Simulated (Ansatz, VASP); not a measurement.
One calculation of MoS2, two programs

```
CELL_PARAMETERS angstrom
3.21070 0.00000 0.00000
-1.60535 2.78055 0.00000
0.00000 0.00000 12.48618
ATOMIC_POSITIONS crystal
Mo 0.66667 0.33333 0.75000
Mo 0.33333 0.66667 0.25000
S 0.66667 0.33333 0.37700
S 0.33333 0.66667 0.87700
S 0.66667 0.33333 0.12300
S 0.33333 0.66667 0.62300
```

Alike in both runs: task single point; functional RPBE; dispersion D3(BJ); k mesh 10 × 10 × 3; occupations fermi-dirac, width 0.05 eV; no spin polarisation.

```csv
,VASP,Ansatz
version,VASP 6.6.1,Ansatz 0.2.0
potentials or method,"VASP PAW PBE potentials, release 64 (Mo_sv, S)",Ansatz PAW
plane-wave cutoff (eV),520,420
valence electrons in the cell,52,52
```

Ansatz gave:

| Quantity | Value |
| --- | --- |
| gap on the k mesh at the Fermi level (eV) | 1.00 |
| least direct gap on the mesh (eV) | 1.77 |
| pressure (GPa) | -19.0 |
| traceless stress, the component that is largest in VASP (GPa) | 4.56 |
| rms of the force components (eV/Å) | 0.540 |

Task: Estimate VASP's values.

Result: gap on the k mesh at the Fermi level (eV): 1.02; least direct gap on the mesh (eV): 1.78; pressure (GPa): -19.2; traceless stress, the component that is largest in VASP (GPa): 4.52; rms of the force components (eV/Å): 0.549.

VASP's potentials were made for PBE, not for RPBE. Atom by atom the forces differ by 0.009 eV/Å (rms over components).

Noted on Ansatz's run: odd divisions of the mesh miss points on the zone boundary, where band edges often lie, so the gap on the mesh can be too wide.
